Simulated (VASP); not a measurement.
Write the native input for VASP 6.6.1 that does the following.

* Task: single point
* Functional: PBE
* Potentials or basis: VASP PAW PBE potentials, release 64 (Sb)
* Cutoff: 500 eV
* k mesh: 10 × 10 × 10
* Occupations: gaussian, width 0.1 eV
* Spin: no spin polarisation
* Dipole correction: no
* Further INCAR settings: ALGO = Normal; EDIFF = 1e-06; NBANDS = 8

The structure of Sb lies in POSCAR:

```
Sb
1.0
   -1.8977248055      1.8977248055      1.8977248055
    1.8977248055     -1.8977248055      1.8977248055
    1.8977248055      1.8977248055     -1.8977248055
Sb
1
Direct
    0.0000000000      0.0000000000      0.0000000000
```

These files were run (other wordings do the same):

INCAR

```
PREC = Accurate ; ENCUT = 500
EDIFF = 1E-6 ; ISMEAR = 0
SIGMA = 0.1 ; LREAL = F
LASPH = T ; NELM = 120
ALGO = Normal ; ISIF = 2
LWAVE = F ; LCHARG = F
GGA = PE ; NBANDS = 8
GGA_COMPAT = F
```

KPOINTS

```
regular mesh
0
Gamma
  10 10 10
```

Potentials or basis: VASP PAW PBE potentials, release 64 (Sb).

Run with:

```sh
$ cat potpaw_PBE.64/Sb/POTCAR > POTCAR
$ mpirun -np 1 vasp_std > vasp.out
```

Results of the run:

```
Pressure : 0.2 GPa
```

Run time: 4.1 s on 1 thread of Intel Xeon 6975P-C, on a shared host, peak memory 0.14 GiB.
